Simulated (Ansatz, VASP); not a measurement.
**Se: VASP beside Ansatz**

```
Se
1.0
     5.68100    3.27993    1.43204
    -5.68100    3.27993    1.43204
     0.00000   -6.55985    1.43204
Se
6
Direct
  0.28066 0.16251 0.91818
  0.91818 0.28066 0.16251
  0.16251 0.91818 0.28066
  0.71934 0.83749 0.08182
  0.08182 0.71934 0.83749
  0.83749 0.08182 0.71934
```

Change from the starting cell: zz strain of -3 %, PAW files.

Alike in both runs: task electric field gradients; functional PBEsol; k mesh 6 × 6 × 6; occupations fermi-dirac, width 0.01 eV; no spin polarisation.

```csv
,VASP,Ansatz
version,VASP 6.6.1,Ansatz 0.2.0
potentials or method,"VASP PAW PBE potentials, release 64 (Se)","PAW with Ansatz's default frozen-core files, scalar-relativistic"
plane-wave cutoff (eV),520,420
valence electrons in the cell,36,96
```

VASP gave:

```
gap on the k mesh at the Fermi level (eV)                     : 0.99
pressure (GPa)                                                : 1.4
traceless stress, the component that is largest in VASP (GPa) : 0.04
rms of the force components (eV/Å)                            : 0.350
size of Vzz on the site where it differs most (V/Å²)          : 538.0
```

**Question.** Which values does Ansatz return?

**Answer.** gap on the k mesh at the Fermi level (eV): 0.99; pressure (GPa): 1.2; traceless stress, the component that is largest in VASP (GPa): 0.13; rms of the force components (eV/Å): 0.319; size of Vzz on the site where it differs most (V/Å²): 558.1.

VASP's potentials were made for PBE, not for PBEsol. Atom by atom the forces differ by 0.032 eV/Å (rms over components). VASP's potentials hold 36 valence electrons a cell and Ansatz's 96, so a difference there can come from the potentials and not from the codes.
